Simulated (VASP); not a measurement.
Write the native input for VASP 6.6.1 that does the following.

```yaml
Task: electric field gradients
Functional: LDA
Potentials_or_basis: VASP PAW LDA potentials, release 64 (Al, N)
Cutoff: 520 eV
k_mesh: 10 × 10 × 10
Occupations: fermi-dirac, width 0.02 eV
Spin: no spin polarisation
Dipole_correction: no
Further_INCAR_settings: ALGO = Normal; EDIFF = 1e-08; NBANDS = 11
```

The structure of AlN lies in POSCAR:

```
AlN
1.0
   -0.0197800000      1.9681100000      1.9681100000
    1.9681100000     -0.0197800000      1.9681100000
    1.9681100000      1.9681100000     -0.0197800000
Al N
1 1
Direct
    0.0000000000      0.0000000000      0.0000000000
    0.5000000000      0.5000000000      0.5000000000
```

This cell differs from its parent crystal: equal xy, yz and zx shear strains of -1 %.

One way to write it, as run:

INCAR

```
PREC = Accurate ; ENCUT = 520
EDIFF = 1E-8 ; ISMEAR = -1
SIGMA = 0.02 ; LREAL = False
LASPH = True ; NELM = 100
ALGO = Normal ; ISIF = 2
LWAVE = False ; LCHARG = False
GGA = CA ; LEFG = True
NBANDS = 11
```

KPOINTS

```
Automatic mesh
0
Gamma
  10 10 10
```

Potentials or basis: VASP PAW LDA potentials, release 64 (Al, N).

The run is started by

```sh
$ cat potpaw_LDA.64/Al/POTCAR potpaw_LDA.64/N/POTCAR > POTCAR
$ mpirun -np 1 vasp_std > vasp.out
```

It gave:

* Pressure: 13.3 GPa
* Band gap on the k mesh: 4.77 eV, indirect (least direct gap 6.59 eV)

Caveat: the cell differs from its parent crystal (equal xy, yz and zx shear strains of -1 %); without QUAD_EFG the Cq values of the log hold for a quadrupole moment of 1 mb, not for the nuclei.

It took 26 s on 1 thread of Intel Xeon 8259CL, on a shared host, peak memory 0.13 GiB.
